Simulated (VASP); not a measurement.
Here is a VASP 6.6.1 calculation.

Contents of INCAR:

```
SYSTEM = Pd
ALGO = Normal
EDIFF = 1E-6
ENCUT = 520
GGA = PE
ISIF = 2
ISMEAR = -1
LASPH = .TRUE.
LCHARG = .TRUE.
LELF = .TRUE.
LREAL = .FALSE.
LVHAR = .TRUE.
LWAVE = .FALSE.
NBANDS = 22
NELM = 100
PREC = Accurate
SIGMA = 0.05
```

The input KPOINTS:

```
k-points
0
G
  9 9 13
  0 0 0
```

Contents of POSCAR:

```
Pd
1.0
    3.9969688706      0.0000000000      0.0000000000
   -1.9984844353      3.4614765801      0.0000000000
    0.0000000000      0.0000000000      2.3732839135
Pd
3
Direct
    0.0000000000      0.0000000000      0.0000000000
    0.3333333333      0.6666666667      0.5000000000
    0.6666666667      0.3333333333      0.5000000000
```

Potentials or basis: VASP PAW PBE potentials, release 64 (Pd).

Command:

```bash
$ cat potpaw_PBE.64/Pd/POTCAR > POTCAR
$ mpirun -np 1 vasp_std > vasp.out
```

Problem. Predict the pressure.

Solution. 148.9 GPa.

Problem. What does it give for the band gap on the k mesh?

Solution. Zero (band 15 reaches 16.99 eV, above the bottom of band 16 at 15.43 eV).

Stress tensor (GPa, compression positive):
```
148.78   0.00   0.00
  0.00 148.78   0.00
  0.00   0.00 149.18
```
